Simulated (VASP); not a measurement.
A run of VASP 6.6.1:

The input INCAR:

```
  PREC = Accurate
  ENCUT = 520
  EDIFF = 1E-6
  ISMEAR = -1
  SIGMA = 0.06122561905347299
  LREAL = F
  LASPH = T
  NELM = 80
  ALGO = Normal
  ISIF = 2
  LWAVE = F
  LCHARG = F
  GGA = PE
  NBANDS = 63
```

Contents of KPOINTS:

```
regular mesh
0
Gamma
  7 7 7
```

The input POSCAR:

```
Sr2O5
1.0
    5.8808197480      0.0000000000      0.0000000000
    0.0000000000      5.8808197480      0.0000000000
    0.0000000000      0.0000000000      5.8808197480
Sr O
4 10
Direct
    0.0000000000      0.0000000000      0.0000000000
    0.5000000000      0.5000000000      0.0000000000
    0.5000000000      0.0000000000      0.5000000000
    0.0000000000      0.5000000000      0.5000000000
    0.5000000000      0.0000000000      0.0000000000
    0.0000000000      0.5000000000      0.0000000000
    0.0000000000      0.0000000000      0.5000000000
    0.5000000000      0.5000000000      0.5000000000
    0.7500000000      0.7500000000      0.2500000000
    0.7500000000      0.2500000000      0.7500000000
    0.2500000000      0.7500000000      0.7500000000
    0.7500000000      0.2500000000      0.2500000000
    0.2500000000      0.7500000000      0.2500000000
    0.2500000000      0.2500000000      0.7500000000
```

Potentials or basis: VASP PAW PBE potentials, release 64 (Sr_sv, O).

Run with:

```console
$ cat potpaw_PBE.64/Sr_sv/POTCAR potpaw_PBE.64/O/POTCAR > POTCAR
$ mpirun -np 1 vasp_std > vasp.out
```

Hardware: 1 thread of Intel(R) Xeon(R) Platinum 8559C (Emerald Rapids), on a shared host.

Task: Estimate the wall time of this run.

Result: Run time: 6.4 min on 1 thread of Intel(R) Xeon(R) Platinum 8559C (Emerald Rapids) (shared host), peak memory 0.42 GiB. Counts: scf iterations 16, k points 20.
